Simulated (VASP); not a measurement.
A run of VASP 6.6.1 is set up as follows.

The input INCAR:

```
SYSTEM = Y3Si2F
PREC = Accurate
ENCUT = 520
EDIFF = 1E-6
ISMEAR = 0
SIGMA = 0.01
LREAL = .FALSE.
LASPH = .TRUE.
NELM = 100
ALGO = Normal
ISIF = 2
LWAVE = .FALSE.
LCHARG = .FALSE.
GGA = PE
NBANDS = 33
```

The input KPOINTS:

```
regular mesh
0
G
  6 6 10
  0 0 0
```

File POSCAR:

```
Y3Si2F
1.0
    7.4442872142      0.0000000000      0.0000000000
   -3.7221436071      6.4469418405      0.0000000000
    0.0000000000      0.0000000000      3.7625403642
Y Si F
3 2 1
Direct
    0.5000000000      0.0000000000      0.5000000000
    0.5000000000      0.5000000000      0.5000000000
    0.0000000000      0.5000000000      0.5000000000
    0.3333333333      0.6666666667      0.0000000000
    0.6666666667      0.3333333333      0.0000000000
    0.0000000000      0.0000000000      0.0000000000
```

Potentials or basis: VASP PAW PBE potentials, release 64 (Y_sv, Si, F).

Launch:

```bash
$ cat potpaw_PBE.64/Y_sv/POTCAR potpaw_PBE.64/Si/POTCAR potpaw_PBE.64/F/POTCAR > POTCAR
$ mpirun -np 1 vasp_std > vasp.out
```

Question: What does it give for the pressure?

Answer: -0.1 GPa.

Question: Estimate the band gap on the k mesh.

Answer: 0.19 eV, indirect (least direct gap 0.22 eV).

A k mesh can miss the band edges.
